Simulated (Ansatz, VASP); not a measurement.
**VO2 in VASP and in Ansatz**

```
CELL_PARAMETERS angstrom
4.41519 0.00000 0.00000
0.00000 4.41519 0.00000
0.00000 0.00000 2.98230
ATOMIC_POSITIONS crystal
V 0.50000 0.50000 0.50000
V 0.00000 0.00000 0.00000
O 0.20036 0.79964 0.50000
O 0.79964 0.20036 0.50000
O 0.70036 0.70036 0.00000
O 0.29964 0.29964 0.00000
```

Alike in both runs: task single point; functional LDA; k mesh 6 × 6 × 9; occupations fermi-dirac, width 0.05 eV; collinear spin.

|  | VASP | Ansatz |
| --- | --- | --- |
| version | VASP 6.6.1 | Ansatz 0.2.0 |
| potentials or method | VASP PAW LDA potentials, release 64 (V_sv, O) | PseudoDojo standard (LDA files) |
| plane-wave cutoff (eV) | 600 | 1143 |
| valence electrons in the cell | 50 | 50 |

VASP gave:

```
gap on the k mesh at the Fermi level (eV)                     : none
net moment per atom (μB)                                      : 0.33
size of the moment on the site where the two differ most (μB) : 1.00
```

Problem. Which values does Ansatz return?

Solution. gap on the k mesh at the Fermi level (eV): none; net moment per atom (μB): 0.33; size of the moment on the site where the two differ most (μB): 0.81.

LDA's correlation is that of Perdew and Zunger in VASP and of Perdew and Wang (1992) in Ansatz. Site moments also hang on the region over which each program counts them. A gap of «none» marks a metal or a gap that the smearing closes.
